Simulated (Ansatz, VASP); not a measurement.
## One calculation of Te, two programs

```
Te
1.0
     3.19997    0.00000    0.00000
     0.00000    3.19997    0.00000
     0.00000    0.00000    3.19997
Te
1
Direct
  0.00000 0.00000 0.00000
```

Alike in both runs: functional PBE; k mesh 13 × 13 × 13; occupations fermi-dirac, width 0.05 eV; no spin polarisation.

Ansatz relaxed the structure, and its values are those at the end. VASP's run is a single point on that final structure, the one shown.

|  | VASP | Ansatz |
| --- | --- | --- |
| version | VASP 6.6.1 | Ansatz 0.2.0 |
| potentials or method | VASP PAW PBE potentials, release 64 (Te) | PAW with Ansatz's default frozen-core files, scalar-relativistic |
| plane-wave cutoff (eV) | 520 | 420 |
| valence electrons in the cell | 6 | 16 |

```tsv
	VASP	Ansatz	Ansatz less VASP
pressure (GPa)	0.0	0.0	+0.05
```

The functional is the same, so the differences come from potentials, cutoffs and numerics. VASP's potentials hold 6 valence electrons a cell and Ansatz's 16, so a difference there can come from the potentials and not from the codes.

Neither program's run includes spin-orbit coupling.
